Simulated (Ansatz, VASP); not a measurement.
**GaN: VASP beside Ansatz**

```xyz
4
Lattice="3.2424 0.0000 0.0000 -1.6212 2.8080 0.0000 0.0000 0.0000 5.2673" Properties=species:S:1:pos:R:3 pbc="T T T"
Ga    1.6212    0.9360    2.6337
Ga    0.0000    1.8720    0.0000
N     1.6212    0.9360    4.6089
N     0.0000    1.8720    1.9752
```

Alike in both runs: task single point; functional r2SCAN; dispersion D3(BJ); k mesh 10 × 10 × 5; occupations fermi-dirac, width 0.05 eV; no spin polarisation.

```csv
,VASP,Ansatz
version,VASP 6.6.1,Ansatz 0.2.0
potentials or method,"VASP PAW PBE potentials, release 64 (Ga_d, N)",Ansatz PAW
plane-wave cutoff (eV),520,500
valence electrons in the cell,36,36
```

Ansatz gave:

```
gap on the k mesh at the Fermi level (eV)                     : 1.97
least direct gap on the mesh (eV)                             : 1.97
pressure (GPa)                                                : -10.8
traceless stress, the component that is largest in VASP (GPa) : 1.04
rms of the force components (eV/Å)                            : 0.072
```

Problem. What did VASP give for the same quantities?

Solution. gap on the k mesh at the Fermi level (eV): 1.97; least direct gap on the mesh (eV): 1.97; pressure (GPa): -9.9; traceless stress, the component that is largest in VASP (GPa): 1.09; rms of the force components (eV/Å): 0.071.

VASP's potentials were made for PBE, not for r2SCAN. Atom by atom the forces differ by 0.001 eV/Å (rms over components).

Noted on Ansatz's run: odd divisions of the mesh miss points on the zone boundary, where band edges often lie, so the gap on the mesh can be too wide.
